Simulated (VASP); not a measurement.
# Mo (Im-3m) in VASP: further runs, part 2 of 2

VASP 6.6.1. Earlier steps stand in the parts before.

### Step 4. Single point, r2SCAN

This run uses another cell than the first one, of 15.11 Å³/atom.

The input, POSCAR:

```
Mo
1.0
   -1.5572347435      1.5572347435      1.5572347435
    1.5572347435     -1.5572347435      1.5572347435
    1.5572347435      1.5572347435     -1.5572347435
Mo
1
Direct
    0.0000000000      0.0000000000      0.0000000000
```

The input, INCAR.step1:

```
SYSTEM = Mo
ALGO = Normal ; EDIFF = 1E-4
ENCUT = 520 ; GGA = PE
ISMEAR = 0 ; LASPH = .TRUE.
LCHARG = .FALSE. ; LREAL = .FALSE.
LWAVE = .TRUE. ; NBANDS = 13
NELM = 100 ; PREC = Accurate
SIGMA = 0.1
```

The input, INCAR.step2:

```
SYSTEM = Mo
ALGO = Normal ; EDIFF = 1E-7
ENCUT = 520 ; ISIF = 2
ISMEAR = 0 ; ISTART = 1
LASPH = .TRUE. ; LCHARG = .TRUE.
LELF = .TRUE. ; LMIXTAU = .TRUE.
LREAL = .FALSE. ; LVHAR = .TRUE.
LWAVE = .FALSE. ; METAGGA = R2SCAN
NBANDS = 13 ; NELM = 100
PREC = Accurate ; SIGMA = 0.1
```

The input, KPOINTS:

```
k-points
0
G
  18 18 18
  0 0 0
```

Potentials or basis: VASP PAW PBE potentials, release 64 (Mo_sv).

Run with:

```bash
> cat potpaw_PBE.64/Mo_sv/POTCAR > POTCAR
> cp INCAR.step1 INCAR
> mpirun -np 1 vasp_std > vasp.out
> cp INCAR.step2 INCAR
> mpirun -np 1 vasp_std > vasp.out
```

OUTCAR:

```text
SYSTEM = Mo
   EDIFF = 1E-7
   ENCUT = 520
   ISIF = 2
   ISMEAR = 0
   ISTART = 1
   LASPH = .TRUE.
   LREAL = .FALSE.
   METAGGA = R2SCAN
   NELM = 100
   PREC = Accurate

 ion  position               nearest neighbor table
   1  0.000  0.000  0.000-

  LATTYP: Found a body centered cubic cell.
 ALAT       =     3.1144694870

  Lattice vectors:

 A1 = (  -1.5572347435,   1.5572347435,   1.5572347435)
 A2 = (   1.5572347435,  -1.5572347435,   1.5572347435)
 A3 = (   1.5572347435,   1.5572347435,  -1.5572347435)

Analysis of symmetry for initial positions (statically):
=====================================================================
 Subroutine PRICEL returns:
 Original cell was already a primitive cell.

 Routine SETGRP: Setting up the symmetry group for a
 body centered cubic supercell.

 Subroutine GETGRP returns: Found 48 space group operations
 (whereof 48 operations were pure point group operations)
 out of a pool of 48 trial point group operations.

The static configuration has the point symmetry O_h .

Analysis of symmetry for dynamics (positions and initial velocities):
=====================================================================
 Subroutine PRICEL returns:
 Original cell was already a primitive cell.

 Routine SETGRP: Setting up the symmetry group for a
 body centered cubic supercell.

 Subroutine GETGRP returns: Found 48 space group operations
 (whereof 48 operations were pure point group operations)
 out of a pool of 48 trial point group operations.

The dynamic configuration has the point symmetry O_h .

 Subroutine INISYM returns: Found 48 space group operations
 (whereof 48 operations are pure point group operations),
 and found     1 'primitive' translations

----------------------------------------------------------------------------------------

                                     Primitive cell

  volume of cell :      15.1051

  direct lattice vectors                    reciprocal lattice vectors
[... 113 lines left out ...]
   IVDW    =     0    specifies the selected vdW correction
   LEPSILON=     F    determine dielectric tensor
   LRPA    =     F    only Hartree local field effects (RPA)
 non-spin polarized calculation
 Gauss-broadening in eV      SIGMA  =   0.10
  energy-cutoff  :      520.00
  volume of cell :       15.11
 maximum number of plane-waves:       420
   NGX =  9   NGY =  9   NGZ =  9

 number of electron      13.9999997 magnetization

 Free energy of the ion-electron system (eV)
  ---------------------------------------------------
  ext. energy  EPLUGINS =         0.00000000
  ---------------------------------------------------
  free energy    TOTEN  =       -26.05706926 eV

  energy without entropy =      -26.05468881  energy(sigma->0) =      -26.05587904

 E-fermi :  13.1353     XC(G=0): -14.8558

 val. band max:       13.1172701440   @ k =  -0.3889   0.4444   0.2778
 cond. band min:      13.1454201869   @ k =   0.3889   0.1111   0.0000
 fundamental gap:      0.0281500428
 Fermi energy:        13.1352568339

 k-point     1 :       0.0000    0.0000    0.0000
  band No.  band energies     occupation
      1     -50.1209      2.00000
      2     -22.5034      2.00000
      3     -22.5034      2.00000
      4     -22.5034      2.00000
      5       5.3440      2.00000
      6      11.6210      2.00000
      7      11.6210      2.00000
      8      11.6210      2.00000
      9      15.0822      0.00000
     10      15.0822      0.00000
     11      28.6541      0.00000
     12      28.6541      0.00000
     13      28.6541      0.00000
[... 354 lines left out ...]
  band No.  band energies     occupation
      1     -49.7851      2.00000
      2     -24.0744      2.00000
      3     -23.0786      2.00000
      4     -22.5914      2.00000
      5       7.7528      2.00000
      6       9.5317      2.00000
      7      13.1454      0.88571
      8      14.9255      0.00000
      9      16.1896      0.00000
     10      18.9860      0.00000
     11      25.9114      0.00000
     12      26.6722      0.00000
     13      31.4896      0.00000

 [... further k-points ...]

------------------------ aborting loop because EDIFF is reached ----------------------------------------

  FORCE on cell =-STRESS in cart. coord.  units (eV):
  Direction    XX          YY          ZZ          XY          YZ          ZX
  --------------------------------------------------------------------------------------
  -------------------------------------------------------------------------------------
  Total        1.0676667      1.0676667      1.0676667      0.0000000      0.0000000     -0.0000000
  in kB      113.2463080    113.2463080    113.2463080      0.0000000      0.0000000     -0.0000000
  external PRESSURE =     113.2463080 kB  Pullay stress =       0.0000000 kB

 VOLUME and BASIS-vectors are now :
 -----------------------------------------------------------------------------
  energy-cutoff  :      520.00
  volume of cell :       15.11
      direct lattice vectors                 reciprocal lattice vectors
    -1.557234744  1.557234744  1.557234744     0.000000000  0.321081971  0.321081971
     1.557234744 -1.557234744  1.557234744     0.321081971  0.000000000  0.321081971
     1.557234744  1.557234744 -1.557234744     0.321081971  0.321081971  0.000000000

 POSITION                                       TOTAL-FORCE (eV/Angst)
 -----------------------------------------------------------------------------------
      0.00000      0.00000      0.00000        -0.000000      0.000000     -0.000000
 -----------------------------------------------------------------------------------
    total drift:                                0.000000     -0.000000      0.000000

  FREE ENERGIE OF THE ION-ELECTRON SYSTEM (eV)
  ---------------------------------------------------
  free  energy   TOTEN  =       -26.0570692625 eV

  energy  without entropy=      -26.0546888131  energy(sigma->0) =      -26.05587904
```

OUTCAR.step1:

```text
SYSTEM = Mo
   EDIFF = 1E-4
   ENCUT = 520
   GGA = PE
   ISMEAR = 0
   LASPH = .TRUE.
[... 601 lines left out ...]
 -----------------------------------------------------------------------------------
      0.00000      0.00000      0.00000        -0.000000     -0.000000      0.000000
 -----------------------------------------------------------------------------------
    total drift:                                0.000000     -0.000000      0.000000

  FREE ENERGIE OF THE ION-ELECTRON SYSTEM (eV)
  ---------------------------------------------------
  free  energy   TOTEN  =       -10.9067051140 eV

  energy  without entropy=      -10.9045535047  energy(sigma->0) =      -10.90562931
```

It took 2.7 min on 1 thread of Intel Xeon 8259CL, shared host; peak memory 0.16 GiB.

Results:

| Property | Result |
| --- | --- |
| Free energy | -26.0571 eV |
| Pressure | 11.3 GPa |
| Band gap on the k mesh | zero (bands 7 and 8 overlap by 5.84 eV) |

Caveat: the cell stands under pressure; the PAW data sets were made with another functional, which shifts forces and pressure a little.

### Step 5. Single point, r2SCAN

This run uses another cell than the first one, of 15.36 Å³/atom.

The input, POSCAR:

```
Mo
1.0
   -1.5657961247      1.5657961247      1.5657961247
    1.5657961247     -1.5657961247      1.5657961247
    1.5657961247      1.5657961247     -1.5657961247
Mo
1
Direct
    0.0000000000      0.0000000000      0.0000000000
```

The input, INCAR.step1:

```
SYSTEM = Mo
PREC = Accurate
ENCUT = 520
ISMEAR = 0
SIGMA = 0.1
LREAL = .False.
LASPH = .True.
NELM = 100
NBANDS = 13
GGA = PE
ALGO = Normal
EDIFF = 1E-4
LWAVE = .True.
LCHARG = .False.
```

The input, INCAR.step2:

```
SYSTEM = Mo
PREC = Accurate
ENCUT = 520
EDIFF = 1E-6
ISMEAR = 0
SIGMA = 0.1
LREAL = .False.
LASPH = .True.
NELM = 100
ALGO = Normal
ISIF = 2
LWAVE = .False.
LCHARG = .False.
METAGGA = R2SCAN
LMIXTAU = .True.
NBANDS = 13
ISTART = 1
```

The input, KPOINTS:

```
regular mesh
0
Gamma
  18 18 18
  0 0 0
```

Run with:

```bash
> cat potpaw_PBE.64/Mo_sv/POTCAR > POTCAR
> cp INCAR.step1 INCAR
> mpirun -np 1 vasp_std > vasp.out
> cp INCAR.step2 INCAR
> mpirun -np 1 vasp_std > vasp.out
```

Run time: 3.4 min. Hardware: 1 thread of Intel Xeon 8259CL, shared host; peak memory 0.16 GiB.

It converged, with:

```
Free energy            : -26.0708 eV
Pressure               : 6.3 GPa
Band gap on the k mesh : zero (bands 7 and 8 overlap by 5.70 eV)
```

Levels at points of the mesh, in eV from the Fermi level:
```
           k point  band 5  band 6  band 7  band 8  band 9  band 10
(0.00, 0.00, 0.00)   -7.74   -1.48   -1.48   -1.48    1.92     1.92
(0.50, 0.00, 0.00)   -5.73   -3.69    1.64    1.91    2.63     5.04
(0.50, 0.50, 0.50)   -5.82   -5.82    4.23    4.23    4.23     9.61
```

Caveat: the cell stands under pressure; the PAW data sets were made with another functional, which shifts forces and pressure a little.

### Step 6. Summary

| cell | gap on the mesh (eV) | pressure (GPa) |
| --- | --- | --- |
| a = 2.625 Å, angles 109.5°, 1 atom | none | 41.9 |
| a = 2.670 Å, angles 109.5°, 1 atom | none | 21.5 |
| a = 2.697 Å, angles 109.5°, 1 atom | none | 11.3 |
| a = 2.712 Å, angles 109.5°, 1 atom | none | 6.3 |

Alike in all rows: task single point; level r2SCAN; potentials or basis VASP PAW PBE potentials, release 64 (Mo_sv); no spin polarisation; k mesh 18 × 18 × 18; cutoff (eV) 520; smearing gaussian 0.1 eV.

Caveats: the cell stands under pressure; the PAW data sets were made with another functional, which shifts forces and pressure a little.

Total energies depend on the potentials used, so only differences within one code and one set of settings carry meaning.

The gap in the log of VASP goes by the Fermi energy; the results here count the filled bands.